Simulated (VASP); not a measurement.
Here is a VASP 6.6.1 calculation.

Contents of INCAR:

```
SYSTEM = GaN
PREC     = Accurate       ! precision mode
ENCUT    = 520            ! plane-wave cutoff, eV
EDIFF    = 1E-7           ! SCF threshold, eV
ISMEAR   = 0              ! smearing method
SIGMA    = 0.05           ! smearing width, eV
LREAL    = .False.        ! projectors in reciprocal space
LASPH    = .True.         ! aspherical terms in the spheres
NELM     = 100            ! most SCF steps
ALGO     = Normal         ! electronic algorithm
ISIF     = 2              ! what is computed and relaxed
LWAVE    = .False.        ! write WAVECAR
LCHARG   = .False.        ! write CHGCAR
GGA      = PE             ! functional
NBANDS   = 16             ! bands
```

KPOINTS

```
Automatic mesh
0
Gamma
  12 12 12
  0 0 0
```

Contents of POSCAR:

```
GaN
1.0
    0.0000000000      2.3402577226      2.3402577226
    2.3402577226      0.0000000000      2.3402577226
    2.3402577226      2.3402577226      0.0000000000
Ga N
1 1
Direct
    0.0000000000      0.0000000000      0.0000000000
    0.7500000000      0.7500000000      0.7500000000
```

Potentials or basis: VASP PAW PBE potentials, release 64 (Ga_d, N).

The run is started by

```bash
$ cat potpaw_PBE.64/Ga_d/POTCAR potpaw_PBE.64/N/POTCAR > POTCAR
$ mpirun -np 1 vasp_std > vasp.out
```

Task: Estimate the pressure.

Result: -12.0 GPa.

Task: Estimate the band gap on the k mesh.

Result: 1.00 eV, direct.
